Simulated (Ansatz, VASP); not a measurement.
Two plane-wave programs on Mo

POSCAR

```
Mo
1.0
   -1.5971658181      1.5971658181      1.5971658181
    1.5971658181     -1.5971658181      1.5971658181
    1.5971658181      1.5971658181     -1.5971658181
Mo
1
Direct
    0.0000000000      0.0000000000      0.0000000000
```

INCAR.step1

```
SYSTEM = Mo
PREC = Accurate
ENCUT = 520
ISMEAR = -1
SIGMA = 0.1
LREAL = .FALSE.
LASPH = .TRUE.
NELM = 60
NBANDS = 13
GGA = PE
ALGO = Normal
EDIFF = 1E-4
LWAVE = .TRUE.
LCHARG = .FALSE.
```

INCAR.step2

```
SYSTEM = Mo
PREC = Accurate
ENCUT = 520
EDIFF = 1E-7
ISMEAR = -1
SIGMA = 0.1
LREAL = .FALSE.
LASPH = .TRUE.
NELM = 60
ALGO = Normal
ISIF = 2
LWAVE = .FALSE.
LCHARG = .FALSE.
METAGGA = R2SCAN
LMIXTAU = .TRUE.
NBANDS = 13
ISTART = 1
```

File KPOINTS:

```
regular mesh
0
G
  23 23 23
  0 0 0
```

Input for Ansatz:

```yaml
crystal:
  lattice:
    - [-1.5971658181, 1.5971658181, 1.5971658181]
    - [1.5971658181, -1.5971658181, 1.5971658181]
    - [1.5971658181, 1.5971658181, -1.5971658181]
  atoms:
    - { symbol: Mo, position: [0.0, 0.0, 0.0] }
hamiltonian:
  xc: r2scan
  pseudopotentials:
    kind: paw
    azcp:
      Mo: "pseudopotentials/Mo.paw.azcp"
basis:
  ecutwfc: 500
  fft_grid_basis: typed
kpoints:
  mp_grid: { grid: [23, 23, 23], shift: [0, 0, 0] }
magnetization:
  spin_polarized: false
scf:
  occupations: { method: fermi_dirac, width: 0.1 }
output:
  stress: true
```

Alike in both runs: task single point; functional r2SCAN; k mesh 23 × 23 × 23; occupations fermi-dirac, width 0.1 eV; no spin polarisation.

|  | VASP | Ansatz |
| --- | --- | --- |
| version | VASP 6.6.1 | Ansatz 0.2.0 |
| potentials or method | VASP PAW PBE potentials, release 64 (Mo_sv), cutoff 520 eV | plane waves (500 eV) with PAW, scalar-relativistic |
| valence electrons in the cell | 14 | 14 |

```tsv
	VASP	Ansatz	Ansatz less VASP
pressure (GPa)	-9.3	-10.3	-0.95
```

VASP's potentials were made for PBE, not for r2SCAN.
